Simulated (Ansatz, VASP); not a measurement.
# One calculation of MgO, two programs

```xyz
4
Lattice="3.1300 0.0000 0.0000 -1.5650 2.7107 0.0000 0.0000 0.0000 5.3206" Properties=species:S:1:pos:R:3 pbc="T T T"
Mg    0.0000    1.8071    0.0195
Mg    1.5650    0.9036    2.6798
O     0.0000    1.8071    2.1333
O     1.5650    0.9036    4.7936
```

Alike in both runs: task single point; functional PBEsol; k mesh 9 × 9 × 6; occupations gaussian, width 0.05 eV; no spin polarisation.

|  | VASP | Ansatz |
| --- | --- | --- |
| version | VASP 6.6.1 | Ansatz 0.2.0 |
| potentials or method | VASP PAW PBE potentials, release 64 (Mg, O), cutoff 520 eV | scalar-relativistic, plane waves, PAW |
| valence electrons in the cell | 16 | 32 |

```csv
,VASP,Ansatz,Ansatz less VASP
gap on the k mesh at the Fermi level (eV),3.83,3.83,+0.001
least direct gap on the mesh (eV),3.83,3.83,+0.001
pressure (GPa),10.3,10.3,+0.06
"traceless stress, the component that is largest in VASP (GPa)",-16.87,-16.55,+0.314
rms of the force components (eV/Å),0.577,0.566,-0.0118
```

VASP's potentials were made for PBE, not for PBEsol, and Ansatz warns of the same on its side. Atom by atom the forces differ by 0.012 eV/Å (rms over components). VASP's potentials hold 16 valence electrons a cell and Ansatz's 32, so a difference there can come from the potentials and not from the codes.
